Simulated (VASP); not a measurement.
# PtAu4 (Gold) in VASP: relaxation of the atoms with PBE+D3(BJ)

Aim: the relaxation of the atoms of PtAu4 (Gold) with PBE+D3(BJ).

Program: VASP 6.6.1. These are calculated values, not measurements. Logs are shortened: lines on timing, memory, paths and dates and some standing lists are left out, and cuts for length are marked.

## 1. The cell of the first run

The cell holds a slab with vacuum, 5 atoms: a = 2.901 Å, b = 2.901 Å, c = 25.155 Å, α = 90.00°, β = 90.00°, γ = 90.00°.

## 2. Relaxation of the atoms, PBE+D3(BJ)

INCAR reads:

```
SYSTEM = PtAu4
  ALGO = Normal
  DIPOL = 0.5 0.5 0.503
  EDIFF = 1E-7
  EDIFFG = -0.03
  ENCUT = 450
  GGA = PE
  GGA_COMPAT = .FALSE.
  IBRION = 2
  IDIPOL = 3
  ISIF = 2
  ISMEAR = 0
  IVDW = 12
  LASPH = .TRUE.
  LCHARG = .FALSE.
  LDIPOL = .TRUE.
  LREAL = .FALSE.
  LWAVE = .FALSE.
  NELM = 120
  NELMDL = -8
  NELMIN = 4
  NSW = 90
  PREC = Accurate
  SIGMA = 0.1
```

KPOINTS reads:

```
k-points
0
G
  10 10 1
  0 0 0
```

POSCAR reads:

```
PtAu4
1.0
    2.9014064944      0.0000000000      0.0000000000
    0.0000000000      2.9014064944      0.0000000000
    0.0000000000      0.0000000000     25.1548126214
Au Pt
4 1
Selective dynamics
Direct
    0.5000000000      0.5000000000      0.3379075061  F F F
    0.0000000000      0.0000000000      0.4194666192  F F F
    0.5000000000      0.5000000000      0.5014362155  T T T
    0.0000000000      0.0000000000      0.5830296962  T T T
    0.0000000000      0.5000000000      0.6752585684  T T T
```

Potentials or basis: VASP PAW PBE potentials, release 64 (Au, Pt).

On the command line:

```sh
> cat potpaw_PBE.64/Au/POTCAR potpaw_PBE.64/Pt/POTCAR > POTCAR
> mpirun -np 1 vasp_std > vasp.out
```

OUTCAR:

```text
SYSTEM = PtAu4
   EDIFF = 1E-7
   EDIFFG = -0.03
   ENCUT = 450
   GGA = PE
   IBRION = 2
   ISIF = 2
   ISMEAR = 0
   IVDW = 12
   LASPH = .TRUE.
   LREAL = .FALSE.
   NELM = 120
   NELMDL = -8
   NELMIN = 4
   NSW = 90
   PREC = Accurate
 IVDW          = 12

 ion  position               nearest neighbor table
   1  0.500  0.500  0.338-   2 2.90   2 2.90   2 2.90   2 2.90
   2  0.000  0.000  0.419-   1 2.90   1 2.90   1 2.90   1 2.90   3 2.91   3 2.91   3 2.91   3 2.91

   3  0.500  0.500  0.501-   4 2.90   4 2.90   4 2.90   4 2.90   2 2.91   2 2.91   2 2.91   2 2.91

   4  0.000  0.000  0.583-   5 2.74   5 2.74   3 2.90   3 2.90   3 2.90   3 2.90
   5  0.000  0.500  0.675-   4 2.74   4 2.74

  LATTYP: Found a simple tetragonal cell.
 ALAT       =     2.9014064944
 C/A-ratio  =     8.6698684483

  Lattice vectors:

 A1 = (   2.9014064944,   0.0000000000,   0.0000000000)
 A2 = (   0.0000000000,   2.9014064944,   0.0000000000)
 A3 = (   0.0000000000,   0.0000000000,  25.1548126214)

Analysis of symmetry for initial positions (statically):
=====================================================================
 Subroutine PRICEL returns:
 Original cell was already a primitive cell.

 Routine SETGRP: Setting up the symmetry group for a
 simple tetragonal supercell.

 Subroutine GETGRP returns: Found  4 space group operations
 (whereof  4 operations were pure point group operations)
 out of a pool of 16 trial point group operations.

The static configuration has the point symmetry C_2v.

Analysis of symmetry for dynamics (positions and initial velocities):
=====================================================================
 Subroutine PRICEL returns:
 Original cell was already a primitive cell.

 Routine SETGRP: Setting up the symmetry group for a
 simple tetragonal supercell.

 Subroutine GETGRP returns: Found  4 space group operations
 (whereof  4 operations were pure point group operations)
 out of a pool of 16 trial point group operations.

The dynamic configuration has the point symmetry C_2v.

Analysis of constrained symmetry for selective dynamics:
=====================================================================
 Subroutine PRICEL returns:
 Original cell was already a primitive cell.

 Routine SETGRP: Setting up the symmetry group for a
 simple tetragonal supercell.

 Subroutine GETGRP returns: Found  4 space group operations
 (whereof  4 operations were pure point group operations)
 out of a pool of 16 trial point group operations.

The constrained configuration has the point symmetry C_2v.

 Subroutine INISYM returns: Found  4 space group operations
 (whereof  4 operations are pure point group operations),
 and found     1 'primitive' translations

----------------------------------------------------------------------------------------

                                     Primitive cell

  volume of cell :     211.7572

  direct lattice vectors                    reciprocal lattice vectors
     2.901406494  0.000000000  0.000000000     0.344660427  0.000000000  0.000000000
     0.000000000  2.901406494  0.000000000     0.000000000  0.344660427  0.000000000
     0.000000000  0.000000000 25.154812621     0.000000000  0.000000000  0.039753824

  length of vectors
     2.901406494  2.901406494 25.154812621     0.344660427  0.344660427  0.039753824

  position of ions in fractional coordinates (direct lattice)
     0.500000000  0.500000000  0.337907506
     0.000000000  0.000000000  0.419466619
     0.500000000  0.500000000  0.501436216
     0.000000000  0.000000000  0.583029696
     0.000000000  0.500000000  0.675258568

  ion indices of the primitive-cell ions
   primitive index   ion index
                 1           1
                 2           2
                 3           3
                 4           4
                 5           5

----------------------------------------------------------------------------------------

 KPOINTS: k-points

Automatic generation of k-mesh.
 Grid dimensions read from file:
 generate k-points for:   10   10    1

 Generating k-lattice:

  Cartesian coordinates                     Fractional coordinates (reciprocal lattice)
     0.034466043  0.000000000  0.000000000     0.100000000  0.000000000  0.000000000
     0.000000000  0.034466043  0.000000000     0.000000000  0.100000000  0.000000000
     0.000000000  0.000000000  0.039753824     0.000000000  0.000000000  1.000000000

  Length of vectors
     0.034466043  0.034466043  0.039753824

  Shift w.r.t. Gamma in fractional coordinates (k-lattice)
     0.000000000  0.000000000  0.000000000

 Subroutine IBZKPT returns following result:
 ===========================================

 Found     36 irreducible k-points:

 Following reciprocal coordinates:
            Coordinates               Weight
  0.000000  0.000000  0.000000      1.000000
  0.100000  0.000000  0.000000      2.000000
  0.000000  0.100000  0.000000      2.000000
  0.200000  0.000000  0.000000      2.000000
  0.000000  0.200000  0.000000      2.000000
  0.300000  0.000000  0.000000      2.000000
[... 16 lines left out ...]
 -0.200000  0.300000  0.000000      4.000000
  0.400000  0.200000  0.000000      4.000000
 [... further k-points ...]
   k-points           NKPTS =     36   k-points in BZ     NKDIM =     36   number of bands    NBANDS=     32
   number of dos      NEDOS =    301   number of ions     NIONS =      5
   total plane-waves  NPLWV =  72000
   dimension x,y,z NGX =    20 NGY =   20 NGZ =  180
   dimension x,y,z NGXF=    40 NGYF=   40 NGZF=  360
   ions per type =               4   1
   NGX,Y,Z   is equivalent  to a cutoff of  11.46, 11.46, 11.90 a.u.
   NGXF,Y,Z  is equivalent  to a cutoff of  22.92, 22.92, 23.79 a.u.
 SYSTEM =  PtAu4
   PREC   = accura    normal or accurate (medium, high low for compatibility)
   ISTART =      0    job   : 0-new  1-cont  2-samecut
   ICHARG =      2    charge: 1-file 2-atom 10-const
   ISPIN  =      1    spin polarized calculation?
   LNONCOLLINEAR =      F non collinear calculations
   LSORBIT =      F    spin-orbit coupling
   LASPH  =      T    aspherical Exc in radial PAW
   ENCUT  =  450.0 eV  33.07 Ry    5.75 a.u.   5.02  5.02 43.51*2*pi/ulx,y,z
   NELM   =    120;   NELMIN=  4; NELMDL= -8     # of ELM steps
   EDIFF  = 0.1E-06   stopping-criterion for ELM
   LREAL  =      F    real-space projection
   EDIFFG = -.3E-01   stopping-criterion for IOM
   NSW    =     90    number of steps for IOM
   IBRION =      2    ionic relax: 0-MD 1-quasi-New 2-CG
   NFREE  =      1    steps in history (QN), initial steepest desc. (CG)
   ISIF   =      2    stress and relaxation
   ISYM   =      2    0-nonsym 1-usesym 2-fastsym
   POTIM  = 0.5000    time-step for ionic-motion
   TEBEG  =    0.0;   TEEND  =   0.0 temperature during run
   PSTRESS=    0.0 pullay stress
   NELECT =      54.0000    total number of electrons
   NUPDOWN=      -1.0000    fix difference up-down
   EMIN   =  10.00;   EMAX   =-10.00  energy-range for DOS
   EFERMI =   0.00;   METHOD = LEGACY
   ISMEAR =     0;   SIGMA  =   0.10  broadening in eV -4-tet -1-fermi 0-gaus
   EFERMI_NEDOS =   21; number of points for ismear=-14 and -15
   IALGO  =     38    algorithm
   IMIX   =      4    mixing-type and parameters
     AMIX     =   0.40;   BMIX     =  1.00
     AMIX_MAG =   1.60;   BMIX_MAG =  1.00
  volume/ion in A,a.u.               =      42.35       285.80
  Fermi-wavevector in a.u.,A,eV,Ry     =   1.038150  1.961819 14.663746  1.077755
  Thomas-Fermi vector in A             =   2.172621
   LORBIT       =      0    0 simple, 1 ext, 2 COOP (PROOUT), +10 PAW based schemes
   GGA     = PE    functional components
   LHFCALC =     F    Hartree Fock is set to
   AEXX    =    0.0000 exact exchange contribution
   IVDW    =    12    specifies the selected vdW correction
   LEPSILON=     F    determine dielectric tensor
   LRPA    =     F    only Hartree local field effects (RPA)
 conjugate gradient relaxation of ions
 non-spin polarized calculation
 Gauss-broadening in eV      SIGMA  =   0.10
  energy-cutoff  :      450.00
  volume of cell :      211.76
 maximum number of plane-waves:      4632
   NGX = 11   NGY = 11   NGZ = 87

 dipolmoment           0.000000      0.000000     -0.000006 electrons x Angstroem

 number of electron      53.9999983 magnetization

 dipolmoment           0.000000      0.000000      0.024005 electrons x Angstroem

 Free energy of the ion-electron system (eV)
  ---------------------------------------------------
  ext. energy  EPLUGINS =         0.00000000
  ---------------------------------------------------
  free energy    TOTEN  =       -17.13395320 eV

  energy without entropy =      -17.11830532  energy(sigma->0) =      -17.12612926

 E-fermi :   0.4891     XC(G=0):  -5.9143

 val. band max:        0.4593620394   @ k =   0.4000   0.2000   0.0000
 cond. band min:       0.5094638447   @ k =  -0.1000   0.5000   0.0000
 fundamental gap:      0.0501018053
 Fermi energy:         0.4890635975

 k-point     1 :       0.0000    0.0000    0.0000
  band No.  band energies     occupation
      1      -8.5785      2.00000
      2      -7.1805      2.00000
      3      -6.0980      2.00000
      4      -5.8495      2.00000
      5      -5.8219      2.00000
      6      -5.2117      2.00000
[... 24 lines left out ...]
     31       2.0350      0.00000
     32       5.4056      0.00000

 k-point     2 :       0.1000    0.0000    0.0000
  band No.  band energies     occupation
      1      -8.3615      2.00000
      2      -7.0022      2.00000
      3      -5.9678      2.00000
      4      -5.6953      2.00000
      5      -5.6919      2.00000
      6      -5.0827      2.00000
[... 24 lines left out ...]
     31       2.5539      0.00000
     32       5.5696      0.00000
[... 733 lines left out ...]
     31       5.6380      0.00000
     32       6.3296      0.00000

 k-point    24 :       0.4000    0.2000    0.0000
  band No.  band energies     occupation
      1      -5.7903      2.00000
      2      -5.6584      2.00000
      3      -5.3091      2.00000
      4      -5.0328      2.00000
      5      -4.7444      2.00000
      6      -4.4818      2.00000
[... 24 lines left out ...]
     31       4.4495      0.00000
     32       4.9390      0.00000

 [... further k-points ...]

------------------------ aborting loop because EDIFF is reached ----------------------------------------

 vacuum level on the upper side and lower side of the slab       (xc-potential included)         0.244        -0.260

 Edisp (eV)   -2.51307

 E8    (eV) :    -1.1692

  FORCE on cell =-STRESS in cart. coord.  units (eV):
  Direction    XX          YY          ZZ          XY          YZ          ZX
  --------------------------------------------------------------------------------------
  -------------------------------------------------------------------------------------
  Total      -5.28449    -4.84787     0.04561     0.00000     0.00000     0.00000
  in kB     -39.98299   -36.67952     0.34506     0.00000     0.00000     0.00000
  external pressure =      -25.44 kB  Pullay stress =        0.00 kB

 VOLUME and BASIS-vectors are now :
 -----------------------------------------------------------------------------
  energy-cutoff  :      450.00
  volume of cell :      211.76
      direct lattice vectors                 reciprocal lattice vectors
     2.901406494  0.000000000  0.000000000     0.344660427  0.000000000  0.000000000
     0.000000000  2.901406494  0.000000000     0.000000000  0.344660427  0.000000000
     0.000000000  0.000000000 25.154812621     0.000000000  0.000000000  0.039753824

 POSITION                                       TOTAL-FORCE (eV/Angst)
 -----------------------------------------------------------------------------------
      1.45070      1.45070      8.50000         0.000000      0.000000     -0.046817
      0.00000      0.00000     10.55160         0.000000      0.000000      0.038188
      1.45070      1.45070     12.61353         0.000000      0.000000      0.020904
      0.00000      0.00000     14.66600         0.000000      0.000000     -0.001440
      0.00000      1.45070     16.98600         0.000000      0.000000     -0.010835
 -----------------------------------------------------------------------------------
    total drift:                               -0.000000      0.000000      0.000415

  FREE ENERGIE OF THE ION-ELECTRON SYSTEM (eV)
  ---------------------------------------------------
  free  energy   TOTEN  =       -19.6470209717 eV

  energy  without entropy=      -19.6313730920  energy(sigma->0) =      -19.63919703

 reached required accuracy - stopping structural energy minimisation

 vacuum level on the upper side and lower side of the slab         6.076         5.561
```

Wall time 11 min (1 thread of Intel Xeon 8259CL, shared host); peak memory 0.37 GiB.

What came out:

| Quantity | Value |
| --- | --- |
| Free energy | -19.6470 eV |
| Band gap on the k mesh | zero (band 27 reaches 2.87 eV, above the bottom of band 28 at -0.06 eV) |
| Dispersion energy per atom | -0.503 eV |

Final structure:
```
CELL_PARAMETERS angstrom
2.90141 0.00000 0.00000
0.00000 2.90141 0.00000
0.00000 0.00000 25.15481
ATOMIC_POSITIONS crystal
Au 0.50000 0.50000 0.33791
Au 0.00000 0.00000 0.41947
Au 0.50000 0.50000 0.50144
Au 0.00000 0.00000 0.58303
Pt 0.00000 0.50000 0.67526
```

Caveat: the relaxation stopped at its first step, so nothing moved; spin-orbit coupling is left out, which moves the levels of the heavy elements.
